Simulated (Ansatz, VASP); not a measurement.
Two plane-wave programs on Be2P

```
Be P
1.0
     1.71682    0.99121    7.41943
    -1.71682    0.99121    7.41943
     0.00000   -1.98241    7.41943
Be P
4 2
Direct
  0.13929 0.13929 0.13929
  0.95319 0.95319 0.95319
  0.86091 0.86091 0.86091
  0.04782 0.04782 0.04782
  0.76146 0.76146 0.76146
  0.57351 0.57351 0.57351
```

Change from the starting cell: the structure that the rattled cell fell into.

Alike in both runs: task single point; functional PBE; k mesh 6 × 6 × 6; occupations gaussian, width 0.1 eV; no spin polarisation.

```csv
,VASP,Ansatz
version,VASP 6.6.1,Ansatz 0.2.0
potentials or method,"VASP PAW PBE potentials, release 64 (Be, P), cutoff 520 eV","scalar-relativistic, plane waves, PAW"
valence electrons in the cell,18,18
```

```tsv
	VASP	Ansatz	Ansatz less VASP
gap on the k mesh at the Fermi level (eV)	none	none	-
pressure (GPa)	0.1	0.1	-0.03
rms of the force components (eV/Å)	0.013	0.009	-0.0045
```

Atom by atom the forces differ by 0.006 eV/Å (rms over components). A gap of «none» marks a metal or a gap that the smearing closes. The functional is the same, so the differences come from potentials, cutoffs and numerics.
